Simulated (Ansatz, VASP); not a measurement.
## One calculation of BaTe, two programs

Contents of INCAR:

```
PREC     = Accurate       # precision mode
ENCUT    = 520            # plane-wave cutoff, eV
EDIFF    = 1E-6           # SCF threshold, eV
ISMEAR   = 0              # smearing method
SIGMA    = 0.01           # smearing width, eV
LREAL    = False          # projectors in reciprocal space
LASPH    = True           # aspherical terms in the spheres
NELM     = 150            # most SCF steps
ALGO     = Normal         # electronic algorithm
ISIF     = 2              # what is computed and relaxed
LWAVE    = False          # write WAVECAR
LCHARG   = False          # write CHGCAR
MAGMOM   = 0 0 0 0 0 0    # initial moments
LORBIT   = 11             # projections on sites
LSORBIT  = True           # spin-orbit coupling
GGA_COMPAT= False        
LORBMOM  = True         
GGA      = PE             # functional
NBANDS   = 28             # bands
```

Contents of KPOINTS:

```
Automatic mesh
0
Gamma
  6 6 6
```

The input POSCAR:

```
BaTe
1.0
    0.0000000000      3.9141586740      3.9141586740
    3.9141586740      0.0000000000      3.9141586740
    3.9141586740      3.9141586740      0.0000000000
Ba Te
1 1
Direct
    0.0000000000      0.0000000000      0.0000000000
    0.2500000000      0.2500000000      0.2500000000
```

Input for Ansatz:

```yaml
crystal:
  lattice:
    - [0.0, 3.914158674, 3.914158674]
    - [3.914158674, 0.0, 3.914158674]
    - [3.914158674, 3.914158674, 0.0]
  atoms:
    - { symbol: Ba, position: [0.0, 0.0, 0.0] }
    - { symbol: Te, position: [0.25, 0.25, 0.25] }
kpoints:
  mp_grid: { grid: [6, 6, 6] }
  band_path:
    path:
      - [0.0, 0.0, 0.0]
      - [-0.5, -0.5, 0.0]
      - [-0.375, -0.375, 0.25]
      - [-0.375, 0.0, 0.375]
      - [0.0, 0.0, 0.5]
      - [-0.5, -0.25, 0.25]
      - [0.25, -0.5, -0.25]
    npoints: 1
hamiltonian:
  xc: pbe
scf:
  occupations: { method: fixed }
  n_extra_bands: 8
magnetization:
  noncollinear: true
  spin_orbit: true
output:
  forces: true
  stress: true
  eigenvalues: true
```

Alike in both runs: task single point; functional PBE; k mesh 6 × 6 × 6; non-collinear spin, spin-orbit coupling.

|  | VASP | Ansatz |
| --- | --- | --- |
| version | VASP 6.6.1 | Ansatz 0.2.0 |
| potentials or method | VASP PAW PBE potentials, release 64 (Ba_sv, Te) | plane waves, PAW |
| plane-wave cutoff (eV) | 520 | 420 |
| occupations | gaussian, width 0.01 eV | fixed |
| valence electrons in the cell | 16 | 26 |

|  | VASP | Ansatz | Ansatz less VASP |
| --- | --- | --- | --- |
| pressure (GPa) | 0.2 | 0.0 | -0.21 |

VASP's potentials hold 16 valence electrons a cell and Ansatz's 26, so a difference there can come from the potentials and not from the codes.
